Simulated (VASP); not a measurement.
# CdS (Fm-3m) in VASP: further runs

Runs on CdS. Level: r2SCAN. Tasks: single point.

Everything below comes from runs of VASP 6.6.1. Logs are shortened: lines on timing, memory, paths and dates and some standing lists are left out, and cuts for length are marked.

### 1 The cell of the first run

Symmetry: Fm-3m, No. 225, cubic system. The conventional cell has a = 5.216 Å, b = 5.216 Å, c = 5.216 Å, α = 90.00°, β = 90.00°, γ = 90.00°. Cd (site symmetry m-3m) has 6 S at 2.61 Å within 3.4 Å. S (site symmetry m-3m) has 6 Cd at 2.61 Å within 3.4 Å.

### 2 Single point, r2SCAN

The input, POSCAR:

```
CdS
1.0
    0.0000000000      2.6077732625      2.6077732625
    2.6077732625      0.0000000000      2.6077732625
    2.6077732625      2.6077732625      0.0000000000
Cd S
1 1
Direct
    0.0000000000      0.0000000000      0.0000000000
    0.5000000000      0.5000000000      0.5000000000
```

The input, INCAR.step1:

```
ALGO     = Normal         # electronic algorithm
EDIFF    = 1E-4           # SCF threshold, eV
ENCUT    = 520            # plane-wave cutoff, eV
GGA      = PE             # functional
ISMEAR   = 0              # smearing method
LASPH    = T              # aspherical terms in the spheres
LCHARG   = F              # write CHGCAR
LREAL    = F              # projectors in reciprocal space
LWAVE    = T              # write WAVECAR
NBANDS   = 16             # bands
NELM     = 80             # most SCF steps
PREC     = Accurate       # precision mode
SIGMA    = 0.01           # smearing width, eV
```

The input, INCAR.step2:

```
ALGO     = Normal         # electronic algorithm
EDIFF    = 1E-7           # SCF threshold, eV
ENCUT    = 520            # plane-wave cutoff, eV
ISIF     = 2              # what is computed and relaxed
ISMEAR   = 0              # smearing method
ISTART   = 1            
LASPH    = T              # aspherical terms in the spheres
LCHARG   = F              # write CHGCAR
LMIXTAU  = T            
LREAL    = F              # projectors in reciprocal space
LWAVE    = F              # write WAVECAR
METAGGA  = R2SCAN         # meta-GGA
NBANDS   = 16             # bands
NELM     = 80             # most SCF steps
PREC     = Accurate       # precision mode
SIGMA    = 0.01           # smearing width, eV
```

The input, KPOINTS:

```
k-points
0
Gamma
  8 8 8
```

Potentials or basis: VASP PAW PBE potentials, release 64 (Cd, S).

Launch:

```sh
> cat potpaw_PBE.64/Cd/POTCAR potpaw_PBE.64/S/POTCAR > POTCAR
> cp INCAR.step1 INCAR
> mpirun -np 1 vasp_std > vasp.out
> cp INCAR.step2 INCAR
> mpirun -np 1 vasp_std > vasp.out
```

OUTCAR:

```text
EDIFF = 1E-7
   ENCUT = 520
   ISIF = 2
   ISMEAR = 0
   ISTART = 1
   LASPH = T
   LREAL = F
   METAGGA = R2SCAN
   NELM = 80
   PREC = Accurate

 ion  position               nearest neighbor table
   1  0.000  0.000  0.000-   2 2.61   2 2.61   2 2.61   2 2.61   2 2.61   2 2.61
   2  0.500  0.500  0.500-   1 2.61   1 2.61   1 2.61   1 2.61   1 2.61   1 2.61

  LATTYP: Found a face centered cubic cell.
 ALAT       =     5.2155465250

  Lattice vectors:

 A1 = (   0.0000000000,   2.6077732625,   2.6077732625)
 A2 = (   2.6077732625,   0.0000000000,   2.6077732625)
 A3 = (   2.6077732625,   2.6077732625,   0.0000000000)

Analysis of symmetry for initial positions (statically):
=====================================================================
 Subroutine PRICEL returns:
 Original cell was already a primitive cell.

 Routine SETGRP: Setting up the symmetry group for a
 face centered cubic supercell.

 Subroutine GETGRP returns: Found 48 space group operations
 (whereof 48 operations were pure point group operations)
 out of a pool of 48 trial point group operations.

The static configuration has the point symmetry O_h .

Analysis of symmetry for dynamics (positions and initial velocities):
=====================================================================
 Subroutine PRICEL returns:
 Original cell was already a primitive cell.

 Routine SETGRP: Setting up the symmetry group for a
 face centered cubic supercell.

 Subroutine GETGRP returns: Found 48 space group operations
 (whereof 48 operations were pure point group operations)
 out of a pool of 48 trial point group operations.

The dynamic configuration has the point symmetry O_h .

 Subroutine INISYM returns: Found 48 space group operations
 (whereof 48 operations are pure point group operations),
 and found     1 'primitive' translations

----------------------------------------------------------------------------------------

                                     Primitive cell

  volume of cell :      35.4682

  direct lattice vectors                    reciprocal lattice vectors
     0.000000000  2.607773262  2.607773262    -0.191734461  0.191734461  0.191734461
     2.607773262  0.000000000  2.607773262     0.191734461 -0.191734461  0.191734461
     2.607773262  2.607773262  0.000000000     0.191734461  0.191734461 -0.191734461

  length of vectors
     3.687948315  3.687948315  3.687948315     0.332093827  0.332093827  0.332093827

  position of ions in fractional coordinates (direct lattice)
     0.000000000  0.000000000  0.000000000
     0.500000000  0.500000000  0.500000000

  ion indices of the primitive-cell ions
   primitive index   ion index
                 1           1
                 2           2

----------------------------------------------------------------------------------------

 KPOINTS: k-points

Automatic generation of k-mesh.
 Grid dimensions read from file:
 generate k-points for:    8    8    8

 Generating k-lattice:

  Cartesian coordinates                     Fractional coordinates (reciprocal lattice)
    -0.023966808  0.023966808  0.023966808     0.125000000  0.000000000  0.000000000
     0.023966808 -0.023966808  0.023966808     0.000000000  0.125000000  0.000000000
     0.023966808  0.023966808 -0.023966808     0.000000000  0.000000000  0.125000000

  Length of vectors
     0.041511728  0.041511728  0.041511728

  Shift w.r.t. Gamma in fractional coordinates (k-lattice)
     0.000000000  0.000000000  0.000000000

 Subroutine IBZKPT returns following result:
 ===========================================

 Found     29 irreducible k-points:

 Following reciprocal coordinates:
            Coordinates               Weight
  0.000000  0.000000  0.000000      1.000000
  0.125000  0.000000  0.000000      8.000000
  0.250000  0.000000  0.000000      8.000000
  0.375000  0.000000  0.000000      8.000000
  0.500000  0.000000  0.000000      4.000000
  0.125000  0.125000  0.000000      6.000000
[... 16 lines left out ...]
  0.500000  0.250000  0.125000     48.000000
[... 50 lines left out ...]
      4      -4.1482      2.00000
      5      -3.8613      2.00000
      6      -3.8613      2.00000
[... 8 lines left out ...]
     15      15.8497      0.00000
     16      16.4704      0.00000

 k-point     4 :       0.3750    0.0000    0.0000
  band No.  band energies     occupation
      1      -8.9774      2.00000
      2      -4.4476      2.00000
      3      -4.4476      2.00000
      4      -4.3725      2.00000
      5      -3.7511      2.00000
      6      -3.7511      2.00000
[... 8 lines left out ...]
     15      17.1513      0.00000
     16      17.1513      0.00000

 k-point     5 :       0.5000    0.0000    0.0000
  band No.  band energies     occupation
      1      -8.6717      2.00000
      2      -4.5388      2.00000
      3      -4.5146      2.00000
      4      -4.5146      2.00000
      5      -3.7045      2.00000
      6      -3.7045      2.00000
[... 8 lines left out ...]
     15      18.0518      0.00000
     16      18.0518      0.00000

 k-point     6 :       0.1250    0.1250    0.0000
  band No.  band energies     occupation
      1      -9.9990      2.00000
      2      -4.1884      2.00000
      3      -4.0464      2.00000
      4      -3.9958      2.00000
      5      -3.9729      2.00000
      6      -3.9729      2.00000
[... 8 lines left out ...]
     15      17.7075      0.00000
     16      18.0838      0.00000
[... 267 lines left out ...]
 k-point    21 :       0.5000    0.5000    0.0000
  band No.  band energies     occupation
      1      -9.0479      2.00000
      2      -4.2513      2.00000
      3      -3.8585      2.00000
      4      -3.6088      2.00000
      5      -3.6088      2.00000
      6      -2.5611      2.00000
[... 8 lines left out ...]
     15      19.8168      0.00000
     16      19.8168      0.00000

 k-point    22 :       0.3750    0.2500    0.1250
  band No.  band energies     occupation
      1      -9.3070      2.00000
      2      -4.3812      2.00000
      3      -4.1870      2.00000
      4      -4.1220      2.00000
      5      -3.8419      2.00000
      6      -3.7338      2.00000
[... 8 lines left out ...]
     15      18.4841      0.00000
     16      20.0095      0.00000

 k-point    23 :       0.5000    0.2500    0.1250
  band No.  band energies     occupation
      1      -8.9254      2.00000
      2      -4.3420      2.00000
      3      -4.3147      2.00000
      4      -4.1358      2.00000
      5      -3.7476      2.00000
      6      -3.6139      2.00000
[... 8 lines left out ...]
     15      19.2224      0.00000
     16      20.0192      0.00000

 k-point    24 :      -0.3750    0.2500    0.1250
  band No.  band energies     occupation
      1      -8.7533      2.00000
      2      -4.4140      2.00000
      3      -4.2412      2.00000
      4      -4.1459      2.00000
      5      -3.6903      2.00000
      6      -3.5612      2.00000
[... 8 lines left out ...]
     15      18.2296      0.00000
     16      20.3139      0.00000

 [... further k-points ...]

------------------------ aborting loop because EDIFF is reached ----------------------------------------

  FORCE on cell =-STRESS in cart. coord.  units (eV):
  Direction    XX          YY          ZZ          XY          YZ          ZX
  --------------------------------------------------------------------------------------
  -------------------------------------------------------------------------------------
  Total        3.5170863      3.5170863      3.5170863     -0.0000000     -0.0000000     -0.0000000
  in kB      158.8744742    158.8744742    158.8744742     -0.0000000     -0.0000000     -0.0000000
  external PRESSURE =     158.8744742 kB  Pullay stress =       0.0000000 kB

 VOLUME and BASIS-vectors are now :
 -----------------------------------------------------------------------------
  energy-cutoff  :      520.00
  volume of cell :       35.47
      direct lattice vectors                 reciprocal lattice vectors
     0.000000000  2.607773262  2.607773262    -0.191734461  0.191734461  0.191734461
     2.607773262  0.000000000  2.607773262     0.191734461 -0.191734461  0.191734461
     2.607773262  2.607773262  0.000000000     0.191734461  0.191734461 -0.191734461

 POSITION                                       TOTAL-FORCE (eV/Angst)
 -----------------------------------------------------------------------------------
      0.00000      0.00000      0.00000         0.000000      0.000000      0.000000
      2.60777      2.60777      2.60777        -0.000000      0.000000     -0.000000
 -----------------------------------------------------------------------------------
    total drift:                                0.000000      0.000000      0.000000

  FREE ENERGIE OF THE ION-ELECTRON SYSTEM (eV)
  ---------------------------------------------------
  free  energy   TOTEN  =       -29.2926700520 eV

  energy  without entropy=      -29.2926700520  energy(sigma->0) =      -29.29267005
```

Wall time 2.5 min (1 thread of Intel Xeon 8259CL, shared host); peak memory 0.17 GiB.

What came out:

```yaml
Free_energy: -29.2927 eV
Pressure: 15.9 GPa
Band_gap_on_the_k_mesh: 0.68 eV (least direct gap 3.42 eV)
```

Levels at points of the mesh, in eV from the valence-band top:
```
           k point  band 7  band 8  band 9  band 10  band 11  band 12
(0.00, 0.00, 0.00)   -1.13   -1.13   -1.13     2.30     9.72     9.72
(0.50, 0.00, 0.00)   -5.61    0.00    0.00     3.89     6.30     6.30
(0.50, 0.50, 0.00)   -5.39   -2.85   -2.85     0.68     6.19    11.75
```

Caveat: the cell stands under pressure; the PAW data sets were made with another functional, which shifts forces and pressure a little. A k mesh can miss the band edges.

### 3 Single point, r2SCAN

This run uses another cell than the first one, of 18.40 Å³/atom.

The input, POSCAR:

```
CdS
1.0
    0.0000000000      2.6401667406      2.6401667406
    2.6401667406      0.0000000000      2.6401667406
    2.6401667406      2.6401667406      0.0000000000
Cd S
1 1
Direct
    0.0000000000      0.0000000000      0.0000000000
    0.5000000000      0.5000000000      0.5000000000
```

The input, INCAR.step1:

```
ALGO     = Normal         # electronic algorithm
EDIFF    = 1E-4           # SCF threshold, eV
ENCUT    = 520            # plane-wave cutoff, eV
GGA      = PE             # functional
ISMEAR   = 0              # smearing method
LASPH    = True           # aspherical terms in the spheres
LCHARG   = False          # write CHGCAR
LREAL    = False          # projectors in reciprocal space
LWAVE    = True           # write WAVECAR
NBANDS   = 16             # bands
NELM     = 100            # most SCF steps
PREC     = Accurate       # precision mode
SIGMA    = 0.01           # smearing width, eV
```

The input, INCAR.step2:

```
ALGO     = Normal         # electronic algorithm
EDIFF    = 1E-6           # SCF threshold, eV
ENCUT    = 520            # plane-wave cutoff, eV
ISIF     = 2              # what is computed and relaxed
ISMEAR   = 0              # smearing method
ISTART   = 1            
LASPH    = True           # aspherical terms in the spheres
LCHARG   = False          # write CHGCAR
LMIXTAU  = True         
LREAL    = False          # projectors in reciprocal space
LWAVE    = False          # write WAVECAR
METAGGA  = R2SCAN         # meta-GGA
NBANDS   = 16             # bands
NELM     = 100            # most SCF steps
PREC     = Accurate       # precision mode
SIGMA    = 0.01           # smearing width, eV
```

KPOINTS is that of step 2.

Potentials or basis: VASP PAW PBE potentials, release 64 (Cd, S).

Launch:

```sh
> cat potpaw_PBE.64/Cd/POTCAR potpaw_PBE.64/S/POTCAR > POTCAR
> cp INCAR.step1 INCAR
> mpirun -np 1 vasp_std > vasp.out
> cp INCAR.step2 INCAR
> mpirun -np 1 vasp_std > vasp.out
```

It took 2.4 min on 1 thread of Intel Xeon 8259CL, shared host; peak memory 0.17 GiB.

The run converged. Its results:

* Free energy: -29.4033 eV
* Pressure: 10.7 GPa
* Band gap on the k mesh: 0.70 eV (least direct gap 3.11 eV)

Levels at points of the mesh, in eV from the valence-band top:
```
           k point  band 6  band 7  band 8  band 9  band 10  band 11  band 12  band 13
(0.00, 0.00, 0.00)   -8.11   -1.02   -1.02   -1.02     2.09     9.73     9.73     9.73
(0.50, 0.00, 0.00)   -7.84   -5.41    0.00    0.00     3.95     6.36     6.36     8.50
(0.50, 0.50, 0.00)   -6.80   -5.08   -2.66   -2.66     0.70     6.26    11.48    13.08
```

Caveat: the cell stands under pressure; the PAW data sets were made with another functional, which shifts forces and pressure a little.

### 4 Single point, r2SCAN

This run uses another cell than the first one, of 18.87 Å³/atom.

The input, POSCAR:

```
CdS
1.0
    0.0000000000      2.6623133002      2.6623133002
    2.6623133002      0.0000000000      2.6623133002
    2.6623133002      2.6623133002      0.0000000000
Cd S
1 1
Direct
    0.0000000000      0.0000000000      0.0000000000
    0.5000000000      0.5000000000      0.5000000000
```

The input, INCAR.step1:

```
SYSTEM = CdS
ALGO = Normal
EDIFF = 1E-4
ENCUT = 520
GGA = PE
ISMEAR = 0
LASPH = .TRUE.
LCHARG = .FALSE.
LREAL = .FALSE.
LWAVE = .TRUE.
NBANDS = 16
NELM = 60
PREC = Accurate
SIGMA = 0.01
```

The input, INCAR.step2:

```
SYSTEM = CdS
ALGO = Normal
EDIFF = 1E-7
ENCUT = 520
ISIF = 2
ISMEAR = 0
ISTART = 1
LASPH = .TRUE.
LCHARG = .FALSE.
LMIXTAU = .TRUE.
LREAL = .FALSE.
LWAVE = .FALSE.
METAGGA = R2SCAN
NBANDS = 16
NELM = 60
PREC = Accurate
SIGMA = 0.01
```

The input, KPOINTS:

```
k-points
0
G
  8 8 8
  0 0 0
```

Launch:

```sh
> cat potpaw_PBE.64/Cd/POTCAR potpaw_PBE.64/S/POTCAR > POTCAR
> cp INCAR.step1 INCAR
> mpirun -np 1 vasp_std > vasp.out
> cp INCAR.step2 INCAR
> mpirun -np 1 vasp_std > vasp.out
```

Wall time 2.8 min (1 thread of Intel Xeon 8259CL, shared host); peak memory 0.17 GiB.

The run converged. Its results:

* Free energy: -29.4568 eV
* Pressure: 7.6 GPa
* Band gap on the k mesh: 0.72 eV (least direct gap 2.90 eV)

Levels at points of the mesh, in eV from the valence-band top:
```tsv
k point	band 6	band 7	band 8	band 9	band 10	band 11	band 12	band 13
(0.00, 0.00, 0.00)	-8.04	-0.95	-0.95	-0.95	1.95	9.74	9.74	9.74
(0.50, 0.00, 0.00)	-7.78	-5.28	0.00	0.00	3.98	6.39	6.39	8.26
(0.50, 0.50, 0.00)	-6.81	-4.88	-2.53	-2.53	0.72	6.31	11.30	12.87
```

Caveat: the cell stands under pressure; the PAW data sets were made with another functional, which shifts forces and pressure a little.

### 5 Single point, r2SCAN

This run uses another cell than the first one, of 19.41 Å³/atom.

The input, POSCAR:

```
CdS
1.0
    0.0000000000      2.6874292063      2.6874292063
    2.6874292063      0.0000000000      2.6874292063
    2.6874292063      2.6874292063      0.0000000000
Cd S
1 1
Direct
    0.0000000000      0.0000000000      0.0000000000
    0.5000000000      0.5000000000      0.5000000000
```

The input, INCAR.step1:

```
SYSTEM = CdS
  ALGO = Normal
  EDIFF = 1E-4
  ENCUT = 520
  GGA = PE
  ISMEAR = 0
  LASPH = .TRUE.
  LCHARG = .FALSE.
  LREAL = .FALSE.
  LWAVE = .TRUE.
  NBANDS = 16
  NELM = 60
  PREC = Accurate
  SIGMA = 0.01
```

The input, INCAR.step2:

```
SYSTEM = CdS
  ALGO = Normal
  EDIFF = 1E-7
  ENCUT = 520
  ISIF = 2
  ISMEAR = 0
  ISTART = 1
  LASPH = .TRUE.
  LCHARG = .FALSE.
  LMIXTAU = .TRUE.
  LREAL = .FALSE.
  LWAVE = .FALSE.
  METAGGA = R2SCAN
  NBANDS = 16
  NELM = 60
  PREC = Accurate
  SIGMA = 0.01
```

KPOINTS is that of step 4.

Launch:

```sh
> cat potpaw_PBE.64/Cd/POTCAR potpaw_PBE.64/S/POTCAR > POTCAR
> cp INCAR.step1 INCAR
> mpirun -np 1 vasp_std > vasp.out
> cp INCAR.step2 INCAR
> mpirun -np 1 vasp_std > vasp.out
```

Run time: 2.1 min. Hardware: 1 thread of Intel Xeon 8259CL, shared host; peak memory 0.17 GiB.

The run converged. Its results:

```yaml
Free_energy: -29.4978 eV
Pressure: 4.6 GPa
Band_gap_on_the_k_mesh: 0.73 eV (least direct gap 2.68 eV)
```

Levels at points of the mesh, in eV from the valence-band top:
```
           k point  band 6  band 7  band 8  band 9  band 10  band 11  band 12  band 13
(0.00, 0.00, 0.00)   -7.96   -0.87   -0.87   -0.87     1.81     9.74     9.74     9.74
(0.50, 0.00, 0.00)   -7.72   -5.14    0.00    0.00     4.02     6.42     6.42     8.00
(0.50, 0.50, 0.00)   -6.82   -4.67   -2.40   -2.40     0.73     6.35    11.10    12.64
```

Caveat: the cell stands under pressure; the PAW data sets were made with another functional, which shifts forces and pressure a little. A k mesh can miss the band edges.

### 6 Single point, r2SCAN

This run uses another cell than the first one, of 19.81 Å³/atom.

The input, POSCAR:

```
CdS
1.0
    0.0000000000      2.7060179974      2.7060179974
    2.7060179974      0.0000000000      2.7060179974
    2.7060179974      2.7060179974      0.0000000000
Cd S
1 1
Direct
    0.0000000000      0.0000000000      0.0000000000
    0.5000000000      0.5000000000      0.5000000000
```

The input, INCAR.step1:

```
PREC = Accurate
ENCUT = 520
ISMEAR = 0
SIGMA = 0.01
LREAL = False
LASPH = True
NELM = 100
NBANDS = 16
GGA = PE
ALGO = Normal
EDIFF = 1E-4
LWAVE = True
LCHARG = False
```

The input, INCAR.step2:

```
PREC = Accurate
ENCUT = 520
EDIFF = 1E-7
ISMEAR = 0
SIGMA = 0.01
LREAL = False
LASPH = True
NELM = 100
ALGO = Normal
ISIF = 2
LWAVE = False
LCHARG = False
METAGGA = R2SCAN
LMIXTAU = True
NBANDS = 16
ISTART = 1
```

The input, KPOINTS:

```
Automatic mesh
0
Gamma
  8 8 8
```

Potentials or basis: VASP PAW PBE potentials, release 64 (Cd, S).

Launch:

```sh
> cat potpaw_PBE.64/Cd/POTCAR potpaw_PBE.64/S/POTCAR > POTCAR
> cp INCAR.step1 INCAR
> mpirun -np 1 vasp_std > vasp.out
> cp INCAR.step2 INCAR
> mpirun -np 1 vasp_std > vasp.out
```

Run time: 1.8 min. Hardware: 1 thread of Intel Xeon 8259CL, shared host; peak memory 0.17 GiB.

The run converged. Its results:

```yaml
Free_energy: -29.5157 eV
Pressure: 2.5 GPa
Band_gap_on_the_k_mesh: 0.73 eV (least direct gap 2.52 eV)
```

Levels at points of the mesh, in eV from the valence-band top:
```tsv
k point	band 5	band 6	band 7	band 8	band 9	band 10	band 11	band 12	band 13	band 14
(0.00, 0.00, 0.00)	-7.91	-7.91	-0.82	-0.82	-0.82	1.70	9.73	9.73	9.73	11.98
(0.50, 0.00, 0.00)	-7.69	-7.69	-5.03	0.00	0.00	4.04	6.44	6.44	7.81	13.18
(0.50, 0.50, 0.00)	-7.62	-6.84	-4.52	-2.30	-2.30	0.73	6.38	10.95	12.47	12.47
```

Caveat: the PAW data sets were made with another functional, which shifts forces and pressure a little. A k mesh can miss the band edges.

### 7 Overview

| cell | gap on the mesh (eV) | pressure (GPa) |
| --- | --- | --- |
| a = 3.688 Å, angles 60.0°, 2 atoms | 0.68 | 15.9 |
| a = 3.734 Å, angles 60.0°, 2 atoms | 0.70 | 10.7 |
| a = 3.765 Å, angles 60.0°, 2 atoms | 0.72 | 7.6 |
| a = 3.801 Å, angles 60.0°, 2 atoms | 0.73 | 4.6 |
| a = 3.827 Å, angles 60.0°, 2 atoms | 0.73 | 2.5 |

Alike in all rows: task single point; level r2SCAN; potentials or basis VASP PAW PBE potentials, release 64 (Cd, S); no spin polarisation; k mesh 8 × 8 × 8; cutoff (eV) 520; smearing gaussian 0.01 eV.

Caveats: the PAW data sets were made with another functional, which shifts forces and pressure a little; the cell stands under pressure (at least some runs).

Total energies depend on the potentials used, so only differences within one code and one set of settings carry meaning.
